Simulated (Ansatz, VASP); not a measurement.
## Ti: VASP beside Ansatz

```
CELL_PARAMETERS angstrom
0.00000 2.24454 1.52562
2.24454 0.00000 1.52562
2.24454 2.24454 0.00000
ATOMIC_POSITIONS crystal
Ti 0.00000 0.00000 0.00000
```

Alike in both runs: task single point; functional LDA; k mesh 22 × 22 × 22; occupations gaussian, width 0.15 eV; no spin polarisation.

```csv
,VASP,Ansatz
version,VASP 6.6.1,Ansatz 0.2.0
potentials or method,"VASP PAW LDA potentials, release 64 (Ti_sv), cutoff 520 eV","scalar-relativistic, plane waves, PAW"
valence electrons in the cell,12,12
```

|  | VASP | Ansatz | Ansatz less VASP |
| --- | --- | --- | --- |
| gap on the k mesh at the Fermi level (eV) | none | none | - |
| pressure (GPa) | 3.8 | 4.0 | +0.20 |
| traceless stress, the component that is largest in VASP (GPa) | -0.54 | -0.53 | +0.008 |

Ansatz warns that its potentials were made for another functional, while VASP's fit it. LDA's correlation is that of Perdew and Zunger in VASP and of Perdew and Wang (1992) in Ansatz. A gap of «none» marks a metal or a gap that the smearing closes.
